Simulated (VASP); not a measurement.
GaB3As4:

```
B As Ga
1.0
     3.51625    0.00000    0.00000
     0.00000    7.10040    0.00000
     0.00000    0.00000    5.03103
B As Ga
3 4 1
Cartesian
  0.0000 5.4362 -0.0009
  1.7581 0.0000 2.4851
  0.0000 1.6642 -0.0009
  1.7581 5.5057 1.1743
  0.0000 0.0000 3.6897
  1.7581 1.5947 1.1743
  0.0000 3.5502 4.0568
  1.7581 3.5502 2.5148
```

Base run:

* Program: VASP 6.6.1
* Functional: PBE
* Potentials or basis: VASP PAW PBE potentials, release 64 (B, As, Ga_d)
* Cutoff: 520 eV
* k mesh: 8 × 4 × 6
* Occupations: fermi-dirac, width 0.02 eV
* Spin: no spin polarisation

Its results: band gap on the k mesh 0.45 eV (least direct gap 0.52 eV); pressure 2.8 GPa; largest force 0.259 eV/Å.

Problem. The run is repeated on the same cell with these changes: functional from PBE to r2SCAN; k mesh from 8 × 4 × 6 to 6 × 4 × 4. What comes out?

Solution. Band gap on the k mesh 0.70 eV (least direct gap 0.77 eV); pressure 0.2 GPa; largest force 0.011 eV/Å.

Several settings changed at once.

Caveats: the PAW data sets were made with another functional, which shifts forces and pressure a little (at least some runs).

A k mesh can miss the band edges.
